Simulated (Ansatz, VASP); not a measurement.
Two plane-wave programs on Zr

INCAR

```
SYSTEM = Zr
PREC     = Accurate       ! precision mode
ENCUT    = 600            ! plane-wave cutoff, eV
EDIFF    = 1E-6           ! SCF threshold, eV
ISMEAR   = -1             ! smearing method
SIGMA    = 0.05           ! smearing width, eV
LREAL    = .FALSE.        ! projectors in reciprocal space
LASPH    = .TRUE.         ! aspherical terms in the spheres
NELM     = 100            ! most SCF steps
ALGO     = Normal         ! electronic algorithm
ISIF     = 3              ! what is computed and relaxed
LWAVE    = .FALSE.        ! write WAVECAR
LCHARG   = .FALSE.        ! write CHGCAR
GGA      = PE             ! functional
IBRION   = 2              ! ionic algorithm
NSW      = 60             ! ionic steps
EDIFFG   = -0.005         ! ionic threshold
```

KPOINTS

```
regular mesh
0
G
  16 16 9
  0 0 0
```

The input POSCAR:

```
Zr
1.0
    3.2191838095      0.0000000000      0.0000000000
   -1.6095919048      2.7878949585      0.0000000000
    0.0000000000      0.0000000000      5.2150777714
Zr
2
Direct
    0.3333333333      0.6666666667      0.2500000000
    0.6666666667      0.3333333333      0.7500000000
```

Input for Ansatz:

```yaml
crystal:
  lattice:
    - [3.2191838095, 0.0, 0.0]
    - [-1.6095919048, 2.7878949585, 0.0]
    - [0.0, 0.0, 5.2150777714]
  atoms:
    - { symbol: Zr, position: [0.3333333333, 0.6666666667, 0.25] }
    - { symbol: Zr, position: [0.6666666667, 0.3333333333, 0.75] }
kpoints:
  mp_grid: { grid: [16, 16, 9] }
scf:
  occupations: { method: fermi_dirac, width: 0.05 }
hamiltonian:
  xc: pbe
  pseudopotentials: { kind: paw }
output:
  forces: true
  stress: true
relax:
  f_tol: 0.005
  max_steps: 40
  cell: {}
```

Alike in both runs: task relaxation of cell and atoms; functional PBE; k mesh 16 × 16 × 9; occupations fermi-dirac, width 0.05 eV; no spin polarisation.

|  | VASP | Ansatz |
| --- | --- | --- |
| version | VASP 6.6.1 | Ansatz 0.2.0 |
| potentials or method | VASP PAW PBE potentials, release 64 (Zr_sv) | PAW with Ansatz's default frozen-core files, scalar-relativistic |
| plane-wave cutoff (eV) | 600 | 420 |
| valence electrons in the cell | 24 | 24 |

|  | VASP | Ansatz | Ansatz less VASP |
| --- | --- | --- | --- |
| relaxed volume (Å³/atom) | 23.40 | 23.39 | -0.006 |
| relaxed cell length with the largest relative difference (Å) | 5.171 | 5.171 | -0.0005 |
